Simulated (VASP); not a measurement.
Crystal: Sr.

```
Sr
1.0
     7.52315    0.00000    0.00000
     0.00000    7.52315    0.00000
     0.00000    0.00000    7.52315
Sr
6
Direct
  0.00000 0.00000 0.32048
  0.00000 0.00000 0.67952
  0.00000 0.32048 0.00000
  0.00000 0.67952 0.00000
  0.32048 0.00000 0.00000
  0.67952 0.00000 0.00000
```

```yaml
Program: VASP 6.6.1
Task: relaxation of cell and atoms
Functional: PBE
Potentials_or_basis: VASP PAW PBE potentials, release 64 (Sr_sv)
Cutoff: 600 eV
k_mesh: 2 × 2 × 2
Occupations: gaussian, width 0.1 eV
Spin: no spin polarisation
```

At the start: pressure 5.1 GPa; volume 70.97 Å³/atom.

Question: Where does the relaxation end?

Answer: Over 10 steps the energy falls by 1219.1 meV/atom and the volume is 177.20 Å³/atom (+149.7 %); space group Pm-3m (No. 221, to 0.05 Å).

The path:
```csv
step,energy change (eV),largest force (eV/Å),pressure (GPa),volume (Å³)
1,0.0000,1.0117,5.09,425.79
2,-3.8399,0.9110,2.74,580.34
3,-7.0355,0.2694,-0.32,1235.99
4,-7.1918,0.3197,-0.12,1099.97
5,-7.1973,0.3393,-0.04,1059.33
6,-7.1978,0.3308,-0.07,1076.07
7,-7.2448,0.2563,-0.05,1068.42
8,-7.3103,0.0290,0.05,1045.70
9,-7.3105,0.0162,0.05,1044.44
10,-7.3147,0.0112,0.01,1063.22
```

Final structure:
```
Sr
1.0
    10.20645    0.00000    0.00000
     0.00000   10.20645    0.00000
     0.00000    0.00000   10.20645
Sr
6
Direct
  0.00000 0.00000 0.28866
  0.00000 0.00000 0.71134
  0.00000 0.28866 0.00000
  0.00000 0.71134 0.00000
  0.28866 0.00000 0.00000
  0.71134 0.00000 0.00000
```

Caveat: the k points lie up to 0.31 Å⁻¹ apart in the final cell; the volume moved by over 15 % at a fixed basis, so the end points are rough.
